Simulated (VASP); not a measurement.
Runs of VASP 6.6.1 on TlPb2. The structure is that of space group Fd-3m (No. 227), or close to it. The cells are those of the table. 

```csv
task,cell,cutoff (eV),gap on the mesh (eV),pressure (GPa)
single point,"a = 6.756 Å, angles 60.0°, 6 atoms",520,none,-1.6
relaxation of cell and atoms,"relaxed from a = 6.626 Å, angles 60.0°, 6 atoms",600,none,0.0
single point,"a = 6.840 Å, angles 60.0°, 6 atoms",520,none,-2.3
single point,"a = 6.626 Å, angles 60.0°, 6 atoms",520,none,-0.1
single point,"a = 6.691 Å, angles 60.0°, 6 atoms",520,none,(a)
```

Alike in all rows: level PBE; potentials or basis VASP PAW PBE potentials, release 64 (Tl_d, Pb_d); no spin polarisation; k mesh 8 × 8 × 8; smearing gaussian 0.1 eV.

Problem. Estimate the missing entries.

Solution. (a) -0.9.

Caveats: spin-orbit coupling is left out, which moves the levels of the heavy elements.

A k mesh can miss the band edges, and the runs leave out spin-orbit coupling on Pb, Tl.

A gap of «none» marks levels without a gap at the run's occupations.
